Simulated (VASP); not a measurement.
# SnO2 (Cassiterite) in VASP: settings compared, part 2 of 2

VASP 6.6.1. Earlier steps stand in the parts before.

## 4. Single point, PBEsol

This run uses another cell than the first one, of 12.18 Å³/atom, 1.021 times its volume.

Contents of INCAR:

```
SYSTEM = SnO2
PREC     = Accurate       ! precision mode
ENCUT    = 520            ! plane-wave cutoff, eV
EDIFF    = 1E-6           ! SCF threshold, eV
ISMEAR   = -1             ! smearing method
SIGMA    = 0.05           ! smearing width, eV
LREAL    = .False.        ! projectors in reciprocal space
LASPH    = .True.         ! aspherical terms in the spheres
NELM     = 100            ! most SCF steps
ALGO     = Normal         ! electronic algorithm
ISIF     = 2              ! what is computed and relaxed
LWAVE    = .False.        ! write WAVECAR
LCHARG   = .False.        ! write CHGCAR
GGA      = PS             ! functional
NBANDS   = 35             ! bands
```

Contents of KPOINTS:

```
regular mesh
0
Gamma
  6 6 8
  0 0 0
```

Contents of POSCAR:

```
SnO2
1.0
    4.7689954889      0.0000000000      0.0000000000
    0.0000000000      4.7689954889      0.0000000000
    0.0000000000      0.0000000000      3.2120660400
Sn O
2 4
Direct
    0.5000000000      0.5000000000      0.5000000000
    0.0000000000      0.0000000000      0.0000000000
    0.8062762797      0.1937237203      0.5000000000
    0.6937237203      0.6937237203      0.0000000000
    0.1937237203      0.8062762797      0.5000000000
    0.3062762797      0.3062762797      0.0000000000
```

Potentials or basis: VASP PAW PBE potentials, release 64 (Sn_d, O).

Command:

```bash
> cat potpaw_PBE.64/Sn_d/POTCAR potpaw_PBE.64/O/POTCAR > POTCAR
> mpirun -np 1 vasp_std > vasp.out
```

OUTCAR:

```text
SYSTEM = SnO2
   PREC = Accurate
   ENCUT = 520
   EDIFF = 1E-6
   ISMEAR = -1
   LREAL = .False.
   LASPH = .True.
   NELM = 100
   ISIF = 2
   GGA = PS

 ion  position               nearest neighbor table
   1  0.500  0.500  0.500-   3 2.07   5 2.07   4 2.07   6 2.07   4 2.07   6 2.07   2 3.74   2 3.74
                             2 3.74   2 3.74   2 3.74   2 3.74   2 3.74   2 3.74
   2  0.000  0.000  0.000-   4 2.07   6 2.07   5 2.07   3 2.07   3 2.07   5 2.07   1 3.74   1 3.74
                             1 3.74   1 3.74   1 3.74   1 3.74   1 3.74   1 3.74
   3  0.806  0.194  0.500-   1 2.07   2 2.07   2 2.07
[... 1125 lines left out ...]
  Total        0.2551971      0.2551971      0.3952833      0.0000000      0.0000000      0.0000000
  in kB        5.5969060      5.5969060      8.6692357      0.0000000      0.0000000      0.0000000
  external PRESSURE =       6.6210159 kB  Pullay stress =       0.0000000 kB

 VOLUME and BASIS-vectors are now :
 -----------------------------------------------------------------------------
  energy-cutoff  :      520.00
  volume of cell :       73.05
      direct lattice vectors                 reciprocal lattice vectors
     4.768995489  0.000000000  0.000000000     0.209687764  0.000000000  0.000000000
     0.000000000  4.768995489  0.000000000     0.000000000  0.209687764  0.000000000
     0.000000000  0.000000000  3.212066040     0.000000000  0.000000000  0.311326102

 POSITION                                       TOTAL-FORCE (eV/Angst)
 -----------------------------------------------------------------------------------
      2.38450      2.38450      1.60603         0.000000      0.000000      0.000000
      0.00000      0.00000      0.00000         0.000000      0.000000      0.000000
      3.84513      0.92387      1.60603        -0.010821      0.010821      0.000000
      3.30837      3.30837      0.00000         0.010821      0.010821      0.000000
      0.92387      3.84513      1.60603         0.010821     -0.010821      0.000000
      1.46063      1.46063      0.00000        -0.010821     -0.010821      0.000000
 -----------------------------------------------------------------------------------
    total drift:                                0.000000      0.000000      0.000000

  FREE ENERGIE OF THE ION-ELECTRON SYSTEM (eV)
  ---------------------------------------------------
  free  energy   TOTEN  =       -39.6699157816 eV

  energy  without entropy=      -39.6699147780  energy(sigma->0) =      -39.66991528
```

OSZICAR:

```text
N       E                     dE             d eps       ncg     rms          rms(c)
DAV:   1     0.624775059413E+03    0.62478E+03   -0.25665E+04  3949   0.231E+03
DAV:   2     0.543694602104E+02   -0.57041E+03   -0.53761E+03  3751   0.607E+02
DAV:   3    -0.401572908162E+02   -0.94527E+02   -0.92980E+02  3798   0.207E+02
DAV:   4    -0.450054861444E+02   -0.48482E+01   -0.48104E+01  4420   0.501E+01
DAV:   5    -0.451313314056E+02   -0.12585E+00   -0.12564E+00  4372   0.847E+00    0.149E+01
DAV:   6    -0.396685641202E+02    0.54628E+01   -0.15144E+01  5477   0.616E+01    0.606E+00
DAV:   7    -0.397253809620E+02   -0.56817E-01   -0.17677E+00  3992   0.731E+00    0.315E+00
DAV:   8    -0.396797072691E+02    0.45674E-01   -0.17971E-01  5214   0.377E+00    0.692E-01
DAV:   9    -0.396694156773E+02    0.10292E-01   -0.31295E-02  5705   0.291E+00    0.121E-01
DAV:  10    -0.396698694304E+02   -0.45375E-03   -0.35146E-03  4655   0.506E-01    0.450E-02
DAV:  11    -0.396699170090E+02   -0.47579E-04   -0.13650E-04  5316   0.930E-02    0.193E-02
DAV:  12    -0.396699180100E+02   -0.10010E-05   -0.91422E-06  5185   0.242E-02    0.119E-02
DAV:  13    -0.396699156830E+02    0.23271E-05   -0.79803E-06  4268   0.387E-02    0.252E-03
DAV:  14    -0.396699157816E+02   -0.98599E-07   -0.51008E-07  2256   0.650E-03
   1 F= -.39669916E+02 E0= -.39669915E+02  d E =-.100355E-05
```

stdout:

```text
POSCAR found type information on POSCAR SnO
 POSCAR found :  2 types and       6 ions
 scaLAPACK will be used
 -----------------------------------------------------------------------------
|                                                                             |
|                                                                             |
|     You enforced a specific xc type in the INCAR file but a different       |
|     I HOPE YOU KNOW WHAT YOU ARE DOING!                                     |
|                                                                             |
 -----------------------------------------------------------------------------

 LDA part: xc-table for (Slater+PW92), standard interpolation
 POSCAR, INCAR and KPOINTS ok, starting setup
 FFT: planning ... GRIDC
 FFT: planning ... GRID_SOFT
 FFT: planning ... GRID
 WAVECAR not read
 entering main loop
```

It took 3.7 min on 1 thread of AMD EPYC 7R13, shared host; peak memory 0.21 GiB.

What came out:

```
Free energy            : -39.6699 eV
Pressure               : 0.7 GPa
Largest force          : 0.015 eV/Å
Band gap on the k mesh : 0.91 eV, direct
```

Forces on the atoms (eV/Å):
```
Sn   0.000  0.000  0.000
Sn   0.000  0.000  0.000
O   -0.011  0.011  0.000
O    0.011  0.011  0.000
O    0.011 -0.011  0.000
O   -0.011 -0.011  0.000
```

Stress tensor (GPa, compression positive):
```
0.56 0.00 0.00
0.00 0.56 0.00
0.00 0.00 0.87
```

Caveat: the PAW data sets were made with another functional, which shifts forces and pressure a little; spin-orbit coupling is left out, which moves the levels of the heavy elements.

## 5. Single point, RPBE

Contents of INCAR:

```
PREC = Accurate ; ENCUT = 520
EDIFF = 1E-7 ; ISMEAR = -1
SIGMA = 0.05 ; LREAL = F
LASPH = T ; NELM = 60
ALGO = Normal ; ISIF = 2
LWAVE = F ; LCHARG = F
GGA = RP ; NBANDS = 35
```

Contents of KPOINTS:

```
Automatic mesh
0
Gamma
  6 6 8
```

Contents of POSCAR:

```
SnO2
1.0
    4.7380000000      0.0000000000      0.0000000000
    0.0000000000      4.7380000000      0.0000000000
    0.0000000000      0.0000000000      3.1865000000
Sn O
2 4
Direct
    0.5000000000      0.5000000000      0.5000000000
    0.0000000000      0.0000000000      0.0000000000
    0.8071000000      0.1929000000      0.5000000000
    0.1929000000      0.8071000000      0.5000000000
    0.3071000000      0.3071000000      0.0000000000
    0.6929000000      0.6929000000      0.0000000000
```

Command:

```bash
> cat potpaw_PBE.64/Sn_d/POTCAR potpaw_PBE.64/O/POTCAR > POTCAR
> mpirun -np 1 vasp_std > vasp.out
```

Run time: 4 min. Hardware: 1 thread of AMD EPYC 7R13, shared host; peak memory 0.21 GiB.

It converged, with:

```yaml
Free_energy: -34.7197 eV
Pressure: 16.0 GPa
Largest_force: 0.326 eV/Å
Band_gap_on_the_k_mesh: 1.36 eV, direct
```

Forces on the atoms (eV/Å):
```
Sn   0.000  0.000  0.000
Sn   0.000  0.000  0.000
O   -0.231  0.231  0.000
O    0.231 -0.231  0.000
O   -0.231 -0.231  0.000
O    0.231  0.231  0.000
```

Stress tensor (GPa, compression positive):
```
14.87  0.00  0.00
 0.00 14.87  0.00
 0.00  0.00 18.38
```

Levels at points of the mesh, in eV from the valence-band top:
| k point | band 22 | band 23 | band 24 | band 25 | band 26 | band 27 | band 28 | band 29 | band 30 | band 31 |
| --- | --- | --- | --- | --- | --- | --- | --- | --- | --- | --- |
| (0.00, 0.00, 0.00) | -1.22 | -1.22 | -0.77 | -0.77 | 0.00 | 1.36 | 6.27 | 6.49 | 6.49 | 10.74 |
| (0.50, 0.00, 0.00) | -1.93 | -1.18 | -1.18 | -0.63 | -0.63 | 4.53 | 4.53 | 7.24 | 7.24 | 11.09 |
| (0.50, 0.50, 0.00) | -1.93 | -1.29 | -1.29 | -0.90 | -0.90 | 4.93 | 4.93 | 7.66 | 7.66 | 11.13 |
| (0.00, 0.00, 0.50) | -2.56 | -1.63 | -1.63 | -1.25 | -1.25 | 6.31 | 6.31 | 9.94 | 9.94 | 10.86 |
| (0.50, 0.00, 0.50) | -1.70 | -1.09 | -1.09 | -0.68 | -0.68 | 6.60 | 6.60 | 8.20 | 8.20 | 11.21 |
| (0.50, 0.50, 0.50) | -2.42 | -0.96 | -0.96 | -0.83 | -0.83 | 5.01 | 5.01 | 9.07 | 9.07 | 11.21 |

Caveat: the PAW data sets were made with another functional, which shifts forces and pressure a little; spin-orbit coupling is left out, which moves the levels of the heavy elements. Expect the measured gap to be larger: semilocal functionals such as RPBE lack the derivative discontinuity.

## 6. Single point, PBE

This run uses another cell than the first one, of 12.58 Å³/atom, 1.055 times its volume.

Contents of INCAR:

```
SYSTEM = SnO2
PREC = Accurate
ENCUT = 520
EDIFF = 1E-6
ISMEAR = -1
SIGMA = 0.05
LREAL = .FALSE.
LASPH = .TRUE.
NELM = 60
ALGO = Normal
ISIF = 2
LWAVE = .FALSE.
LCHARG = .TRUE.
GGA = PE
LELF = .TRUE.
LVHAR = .TRUE.
NBANDS = 35
```

Contents of KPOINTS:

```
Automatic mesh
0
G
  6 6 8
  0 0 0
```

Contents of POSCAR:

```
SnO2
1.0
    4.8270053933      0.0000000000      0.0000000000
    0.0000000000      4.8270053933      0.0000000000
    0.0000000000      0.0000000000      3.2382817863
Sn O
2 4
Direct
    0.5000000000      0.5000000000      0.5000000000
    0.0000000000      0.0000000000      0.0000000000
    0.8065725151      0.1934274849      0.5000000000
    0.6934274849      0.6934274849      0.0000000000
    0.1934274849      0.8065725151      0.5000000000
    0.3065725151      0.3065725151      0.0000000000
```

Potentials or basis: VASP PAW PBE potentials, release 64 (Sn_d, O).

Command:

```bash
> cat potpaw_PBE.64/Sn_d/POTCAR potpaw_PBE.64/O/POTCAR > POTCAR
> mpirun -np 1 vasp_std > vasp.out
```

Run time: 60 s. Hardware: 1 thread of AMD EPYC 9R45 (Zen 5), shared host; peak memory 0.21 GiB.

Results (log left out):

- Free energy: -37.3109 eV
- Pressure: 0.6 GPa
- Largest force: 0.016 eV/Å
- Band gap on the k mesh: 0.67 eV, direct

Forces on the atoms (eV/Å):
```
Sn   0.000  0.000  0.000
Sn   0.000  0.000  0.000
O   -0.011  0.011  0.000
O    0.011  0.011  0.000
O    0.011 -0.011  0.000
O   -0.011 -0.011  0.000
```

Stress tensor (GPa, compression positive):
```
0.54 0.00 0.00
0.00 0.54 0.00
0.00 0.00 0.81
```

Levels at points of the mesh, in eV from the valence-band top:
| k point | band 24 | band 25 | band 26 | band 27 | band 28 | band 29 |
| --- | --- | --- | --- | --- | --- | --- |
| (0.00, 0.00, 0.00) | -0.74 | -0.74 | 0.00 | 0.67 | 5.69 | 6.06 |
| (0.50, 0.00, 0.00) | -1.21 | -0.61 | -0.61 | 3.88 | 3.88 | 6.80 |
| (0.50, 0.50, 0.00) | -1.33 | -0.85 | -0.85 | 4.27 | 4.27 | 7.15 |
| (0.00, 0.00, 0.50) | -1.53 | -1.18 | -1.18 | 5.59 | 5.59 | 9.36 |
| (0.50, 0.00, 0.50) | -1.02 | -0.75 | -0.75 | 5.85 | 5.85 | 7.61 |
| (0.50, 0.50, 0.50) | -0.92 | -0.78 | -0.78 | 4.35 | 4.35 | 8.61 |

Caveat: spin-orbit coupling is left out, which moves the levels of the heavy elements. Expect the measured gap to be larger: semilocal functionals such as PBE lack the derivative discontinuity.

## 7. Summary

| level | cell | k mesh | gap on the mesh (eV) | pressure (GPa) | largest force (eV/Å) |
| --- | --- | --- | --- | --- | --- |
| PBE | a = 4.738, b = 4.738, c = 3.187 Å, angles 90.0, 90.0, 89.4°, 6 atoms | 5 × 5 × 7 | 1.27 | 11.8 | 0.32 |
| PBE | a = 4.738, b = 4.738, c = 3.187 Å, angles 90.0, 90.0, 88.9°, 6 atoms | 5 × 5 × 7 | 1.27 | 11.9 | 0.35 |
| PBEsol | a = 4.769, b = 4.769, c = 3.212 Å, 6 atoms | 6 × 6 × 8 | 0.91 | 0.7 | 0.02 |
| RPBE | a = 4.738, b = 4.738, c = 3.187 Å, 6 atoms | 6 × 6 × 8 | 1.36 | 16.0 | 0.33 |
| PBE | a = 4.827, b = 4.827, c = 3.238 Å, 6 atoms | 6 × 6 × 8 | 0.67 | 0.6 | 0.02 |

Alike in all rows: task single point; potentials or basis VASP PAW PBE potentials, release 64 (Sn_d, O); no spin polarisation; cutoff (eV) 520; smearing fermi-dirac 0.05 eV.

Caveats: spin-orbit coupling is left out, which moves the levels of the heavy elements; the PAW data sets were made with another functional, which shifts forces and pressure a little (some runs).

Total energies depend on the potentials used, so only differences within one code and one set of settings carry meaning.
